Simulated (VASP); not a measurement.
# Ir (Im-3m) in VASP: single point with r2SCAN

Aim: the single point of Ir with r2SCAN.

All numbers are computed with VASP 6.6.1; they aren't measurements. Logs are shortened: lines on timing, memory, paths and dates and some standing lists are left out, and cuts for length are marked.

## 1. The cell of the first run

It takes space group Im-3m (No. 229, cubic). Conventional cell: a = 3.061 Å, b = 3.061 Å, c = 3.061 Å, α = 90.00°, β = 90.00°, γ = 90.00°. Ir (site symmetry m-3m) has 14 Ir at 2.65 to 3.06 Å within 3.5 Å.

This isn't the form of Ir at room conditions, which is fcc.

## 2. Single point, r2SCAN (14.34 Å³/atom)

Input file POSCAR:

```
Ir
1.0
   -1.5305034284      1.5305034284      1.5305034284
    1.5305034284     -1.5305034284      1.5305034284
    1.5305034284      1.5305034284     -1.5305034284
Ir
1
Direct
    0.0000000000      0.0000000000      0.0000000000
```

Input file INCAR.step1:

```
SYSTEM = Ir
  PREC = Accurate
  ENCUT = 620
  ISMEAR = 0
  SIGMA = 0.05
  LREAL = .FALSE.
  LASPH = .TRUE.
  NELM = 120
  NBANDS = 14
  GGA = PE
  ALGO = Normal
  EDIFF = 1E-5
  LWAVE = .TRUE.
  LCHARG = .FALSE.
  GGA_COMPAT = .FALSE.
```

Input file INCAR.step2:

```
SYSTEM = Ir
  PREC = Accurate
  ENCUT = 620
  EDIFF = 1E-6
  ISMEAR = 0
  SIGMA = 0.05
  LREAL = .FALSE.
  LASPH = .TRUE.
  NELM = 120
  ALGO = Normal
  ISIF = 2
  LWAVE = .FALSE.
  LCHARG = .TRUE.
  METAGGA = R2SCAN
  LMIXTAU = .TRUE.
  LELF = .TRUE.
  LVHAR = .TRUE.
  NBANDS = 14
  ISTART = 1
  GGA_COMPAT = .FALSE.
```

Input file KPOINTS:

```
regular mesh
0
G
  18 18 18
  0 0 0
```

Potentials or basis: VASP PAW PBE potentials, release 64 (Ir_sv_GW).

Command:

```
> cat potpaw_PBE.64/Ir_sv_GW/POTCAR > POTCAR
> cp INCAR.step1 INCAR
> mpirun -np 1 vasp_std > vasp.out
> cp INCAR.step2 INCAR
> mpirun -np 1 vasp_std > vasp.out
```

OUTCAR:

```text
SYSTEM = Ir
   PREC = Accurate
   ENCUT = 620
   EDIFF = 1E-6
   ISMEAR = 0
   LREAL = .FALSE.
   LASPH = .TRUE.
   NELM = 120
   ISIF = 2
   METAGGA = R2SCAN
   ISTART = 1

 ion  position               nearest neighbor table
   1  0.000  0.000  0.000-

  LATTYP: Found a body centered cubic cell.
 ALAT       =     3.0610068568

  Lattice vectors:

 A1 = (  -1.5305034284,   1.5305034284,   1.5305034284)
 A2 = (   1.5305034284,  -1.5305034284,   1.5305034284)
 A3 = (   1.5305034284,   1.5305034284,  -1.5305034284)

Analysis of symmetry for initial positions (statically):
=====================================================================
 Subroutine PRICEL returns:
 Original cell was already a primitive cell.

 Routine SETGRP: Setting up the symmetry group for a
 body centered cubic supercell.

 Subroutine GETGRP returns: Found 48 space group operations
 (whereof 48 operations were pure point group operations)
 out of a pool of 48 trial point group operations.

The static configuration has the point symmetry O_h .

Analysis of symmetry for dynamics (positions and initial velocities):
=====================================================================
 Subroutine PRICEL returns:
 Original cell was already a primitive cell.

 Routine SETGRP: Setting up the symmetry group for a
 body centered cubic supercell.

 Subroutine GETGRP returns: Found 48 space group operations
 (whereof 48 operations were pure point group operations)
 out of a pool of 48 trial point group operations.

The dynamic configuration has the point symmetry O_h .

 Subroutine INISYM returns: Found 48 space group operations
 (whereof 48 operations are pure point group operations),
 and found     1 'primitive' translations

----------------------------------------------------------------------------------------

                                     Primitive cell

  volume of cell :      14.3405

  direct lattice vectors                    reciprocal lattice vectors
    -1.530503428  1.530503428  1.530503428     0.000000000  0.326689892  0.326689892
     1.530503428 -1.530503428  1.530503428     0.326689892  0.000000000  0.326689892
     1.530503428  1.530503428 -1.530503428     0.326689892  0.326689892  0.000000000

  length of vectors
     2.650909699  2.650909699  2.650909699     0.462009276  0.462009276  0.462009276

  position of ions in fractional coordinates (direct lattice)
     0.000000000  0.000000000  0.000000000

  ion indices of the primitive-cell ions
   primitive index   ion index
                 1           1

----------------------------------------------------------------------------------------

 KPOINTS: regular mesh

Automatic generation of k-mesh.
 Grid dimensions read from file:
 generate k-points for:   18   18   18

 Generating k-lattice:

  Cartesian coordinates                     Fractional coordinates (reciprocal lattice)
     0.000000000  0.018149438  0.018149438     0.055555556  0.000000000  0.000000000
     0.018149438  0.000000000  0.018149438     0.000000000  0.055555556  0.000000000
     0.018149438  0.018149438  0.000000000     0.000000000  0.000000000  0.055555556

  Length of vectors
     0.025667182  0.025667182  0.025667182

  Shift w.r.t. Gamma in fractional coordinates (k-lattice)
     0.000000000  0.000000000  0.000000000

 Subroutine IBZKPT returns following result:
 ===========================================

 Found    195 irreducible k-points:

 Following reciprocal coordinates:
            Coordinates               Weight
  0.000000  0.000000  0.000000      1.000000
  0.055556  0.000000  0.000000     12.000000
  0.111111  0.000000  0.000000     12.000000
  0.166667  0.000000  0.000000     12.000000
  0.222222  0.000000  0.000000     12.000000
  0.277778  0.000000  0.000000     12.000000
[... 16 lines left out ...]
  0.333333  0.111111  0.000000     48.000000
  0.388889  0.111111  0.000000     48.000000
 [... further k-points ...]
   k-points           NKPTS =    195   k-points in BZ     NKDIM =    195   number of bands    NBANDS=     14
   number of dos      NEDOS =    301   number of ions     NIONS =      1
   total plane-waves  NPLWV =  13824
   dimension x,y,z NGX =    24 NGY =   24 NGZ =   24
   dimension x,y,z NGXF=    48 NGYF=   48 NGZF=   48
   ions per type =               1
   NGX,Y,Z   is equivalent  to a cutoff of  15.05, 15.05, 15.05 a.u.
   NGXF,Y,Z  is equivalent  to a cutoff of  30.10, 30.10, 30.10 a.u.
 SYSTEM =  Ir
   PREC   = accura    normal or accurate (medium, high low for compatibility)
   ISTART =      1    job   : 0-new  1-cont  2-samecut
   ICHARG =      0    charge: 1-file 2-atom 10-const
   ISPIN  =      1    spin polarized calculation?
   LNONCOLLINEAR =      F non collinear calculations
   LSORBIT =      F    spin-orbit coupling
   LASPH  =      T    aspherical Exc in radial PAW
   ENCUT  =  620.0 eV  45.57 Ry    6.75 a.u.   5.38  5.38  5.38*2*pi/ulx,y,z
   NELM   =    120;   NELMIN=  2; NELMDL=  0     # of ELM steps
   EDIFF  = 0.1E-05   stopping-criterion for ELM
   LREAL  =      F    real-space projection
   EDIFFG = 0.1E-04   stopping-criterion for IOM
   NSW    =      0    number of steps for IOM
   IBRION =     -1    ionic relax: 0-MD 1-quasi-New 2-CG
   NFREE  =      0    steps in history (QN), initial steepest desc. (CG)
   ISIF   =      2    stress and relaxation
   ISYM   =      2    0-nonsym 1-usesym 2-fastsym
   POTIM  = 0.5000    time-step for ionic-motion
   TEBEG  =    0.0;   TEEND  =   0.0 temperature during run
   PSTRESS=    0.0 pullay stress
   NELECT =      17.0000    total number of electrons
   NUPDOWN=      -1.0000    fix difference up-down
   EMIN   =  10.00;   EMAX   =-10.00  energy-range for DOS
   EFERMI =   0.00;   METHOD = LEGACY
   ISMEAR =     0;   SIGMA  =   0.05  broadening in eV -4-tet -1-fermi 0-gaus
   EFERMI_NEDOS =   21; number of points for ismear=-14 and -15
   IALGO  =     38    algorithm
   IMIX   =      4    mixing-type and parameters
     AMIX     =   0.40;   BMIX     =  1.00
     AMIX_MAG =   1.60;   BMIX_MAG =  1.00
  volume/ion in A,a.u.               =      14.34        96.77
  Fermi-wavevector in a.u.,A,eV,Ry     =   1.732621  3.274178 40.844343  3.001975
  Thomas-Fermi vector in A             =   2.806762
   LORBIT       =      0    0 simple, 1 ext, 2 COOP (PROOUT), +10 PAW based schemes
   METAGGA = R2SCAN    functional components
   LHFCALC =     F    Hartree Fock is set to
   AEXX    =    0.0000 exact exchange contribution
   IVDW    =     0    specifies the selected vdW correction
   LEPSILON=     F    determine dielectric tensor
   LRPA    =     F    only Hartree local field effects (RPA)
 non-spin polarized calculation
 Gauss-broadening in eV      SIGMA  =   0.05
  energy-cutoff  :      620.00
  volume of cell :       14.34
 maximum number of plane-waves:       531
 NGX is ok and might be reduce to    24
   NGX = 11   NGY = 11   NGZ = 11

 number of electron      17.0000000 magnetization

 Free energy of the ion-electron system (eV)
  ---------------------------------------------------
  ext. energy  EPLUGINS =         0.00000000
  ---------------------------------------------------
  free energy    TOTEN  =       -52.19771430 eV

  energy without entropy =      -52.19273541  energy(sigma->0) =      -52.19522485

 E-fermi :  12.1413     XC(G=0): -15.7784

 val. band max:       12.1385171385   @ k =  -0.3333   0.3333   0.3333
 cond. band min:      12.1435962981   @ k =   0.2778   0.2778   0.0556
 fundamental gap:      0.0050791596
 Fermi energy:        12.1412812551

 k-point     1 :       0.0000    0.0000    0.0000
  band No.  band energies     occupation
      1     -82.3890      2.00000
      2     -38.2214      2.00000
      3     -38.2214      2.00000
      4     -38.2214      2.00000
      5       1.0746      2.00000
      6       8.3803      2.00000
      7       8.3803      2.00000
      8       8.3803      2.00000
      9      11.5512      2.00000
     10      11.5512      2.00000
     11      29.2087      0.00000
     12      29.2087      0.00000
     13      29.2087      0.00000
     14      41.5972      0.00000

 k-point     2 :       0.0556    0.0000    0.0000
  band No.  band energies     occupation
      1     -82.3863      2.00000
      2     -38.2471      2.00000
      3     -38.2300      2.00000
      4     -38.2213      2.00000
      5       1.2256      2.00000
      6       8.3102      2.00000
      7       8.3759      2.00000
      8       8.5120      2.00000
      9      11.4527      2.00000
     10      11.5553      2.00000
     11      29.3042      0.00000
     12      29.4358      0.00000
     13      29.4449      0.00000
     14      39.8295      0.00000

 k-point     3 :       0.1111    0.0000    0.0000
  band No.  band energies     occupation
      1     -82.3795      2.00000
      2     -38.3214      2.00000
      3     -38.2547      2.00000
      4     -38.2212      2.00000
      5       1.6634      2.00000
      6       8.1136      2.00000
      7       8.3486      2.00000
      8       8.9017      2.00000
      9      11.2245      2.00000
     10      11.5711      2.00000
     11      29.5111      0.00000
     12      29.9623      0.00000
     13      30.1364      0.00000
     14      37.8354      0.00000
[... 324 lines left out ...]
 k-point    23 :       0.3333    0.1111    0.0000
  band No.  band energies     occupation
      1     -82.3179      2.00000
      2     -38.9358      2.00000
      3     -38.4912      2.00000
      4     -38.2574      2.00000
      5       4.7353      2.00000
      6       6.7377      2.00000
      7       9.2557      2.00000
      8      11.2722      2.00000
      9      12.2056      0.06889
     10      14.4834      0.00000
     11      22.9976      0.00000
     12      26.6467      0.00000
     13      30.2074      0.00000
     14      36.3695      0.00000

 k-point    24 :       0.3889    0.1111    0.0000
  band No.  band energies     occupation
      1     -82.3115      2.00000
      2     -38.9937      2.00000
      3     -38.5206      2.00000
      4     -38.2578      2.00000
      5       4.6939      2.00000
      6       6.6084      2.00000
      7      10.0374      2.00000
      8      11.3504      2.00000
      9      12.5146      0.00000
     10      15.4936      0.00000
     11      21.2157      0.00000
     12      26.0560      0.00000
     13      29.2523      0.00000
     14      36.9678      0.00000

 [... further k-points ...]

------------------------ aborting loop because EDIFF is reached ----------------------------------------

  FORCE on cell =-STRESS in cart. coord.  units (eV):
  Direction    XX          YY          ZZ          XY          YZ          ZX
  --------------------------------------------------------------------------------------
  -------------------------------------------------------------------------------------
  Total        0.7454607      0.7454607      0.7454607      0.0000000      0.0000000      0.0000000
  in kB       83.2860828     83.2860828     83.2860828      0.0000000      0.0000000      0.0000000
  external PRESSURE =      83.2860828 kB  Pullay stress =       0.0000000 kB

 VOLUME and BASIS-vectors are now :
 -----------------------------------------------------------------------------
  energy-cutoff  :      620.00
  volume of cell :       14.34
      direct lattice vectors                 reciprocal lattice vectors
    -1.530503428  1.530503428  1.530503428     0.000000000  0.326689892  0.326689892
     1.530503428 -1.530503428  1.530503428     0.326689892  0.000000000  0.326689892
     1.530503428  1.530503428 -1.530503428     0.326689892  0.326689892  0.000000000

 POSITION                                       TOTAL-FORCE (eV/Angst)
 -----------------------------------------------------------------------------------
      0.00000      0.00000      0.00000        -0.000000      0.000000      0.000000
 -----------------------------------------------------------------------------------
    total drift:                               -0.000000      0.000000      0.000000

  FREE ENERGIE OF THE ION-ELECTRON SYSTEM (eV)
  ---------------------------------------------------
  free  energy   TOTEN  =       -52.1977142983 eV

  energy  without entropy=      -52.1927354072  energy(sigma->0) =      -52.19522485
```

Wall time 1.7 min (1 thread of AMD EPYC 9R45 (Zen 5), shared host); peak memory 0.16 GiB.

What came out:

```yaml
Free_energy: -52.1977 eV
Pressure: 8.3 GPa
Band_gap_on_the_k_mesh: zero (an odd number of electrons rules out a gap without spin polarisation)
```

Caveat: the cell stands under pressure; the PAW data sets were made with another functional, which shifts forces and pressure a little; spin-orbit coupling is left out, which moves the levels of the heavy elements.
